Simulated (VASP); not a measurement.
Here is a VASP 6.6.1 calculation.

Contents of POSCAR:

```
CsCl
1.0
    3.9674645468      0.0000000000      0.0000000000
    0.0000000000      3.9674645468      0.0000000000
    0.0000000000      0.0000000000      3.9674645468
Cs Cl
1 1
Direct
    0.0000000000      0.0000000000      0.0000000000
    0.5000000000      0.5000000000      0.5000000000
```

INCAR.step1

```
SYSTEM = CsCl
ALGO = Normal
EDIFF = 1E-5
ENCUT = 550
GGA = PE
GGA_COMPAT = .FALSE.
ISMEAR = 0
LASPH = .TRUE.
LCHARG = .FALSE.
LREAL = .FALSE.
LWAVE = .TRUE.
NBANDS = 15
NELM = 120
PREC = Accurate
SIGMA = 0.02
```

File INCAR.step2:

```
SYSTEM = CsCl
ALGO = Normal
EDIFF = 1E-6
ENCUT = 550
GGA_COMPAT = .FALSE.
ISIF = 2
ISMEAR = 0
ISTART = 1
LASPH = .TRUE.
LCHARG = .TRUE.
LELF = .TRUE.
LMIXTAU = .TRUE.
LREAL = .FALSE.
LVHAR = .TRUE.
LWAVE = .FALSE.
METAGGA = R2SCAN
NBANDS = 15
NELM = 120
PREC = Accurate
SIGMA = 0.02
```

File KPOINTS:

```
k-points
0
G
  6 6 6
  0 0 0
```

Potentials or basis: VASP PAW PBE potentials, release 64 (Cs_sv, Cl).

Run with:

```console
$ cat potpaw_PBE.64/Cs_sv/POTCAR potpaw_PBE.64/Cl/POTCAR > POTCAR
$ cp INCAR.step1 INCAR
$ mpirun -np 1 vasp_std > vasp.out
$ cp INCAR.step2 INCAR
$ mpirun -np 1 vasp_std > vasp.out
```

(1) Predict the band gap on the k mesh.

(2) What does it give for the pressure?

Results:

(1) 5.75 eV.

(2) 3.3 GPa.

Caveat: the cell stands under pressure; the PAW data sets were made with another functional, which shifts forces and pressure a little; spin-orbit coupling is left out, which moves the levels of the heavy elements.
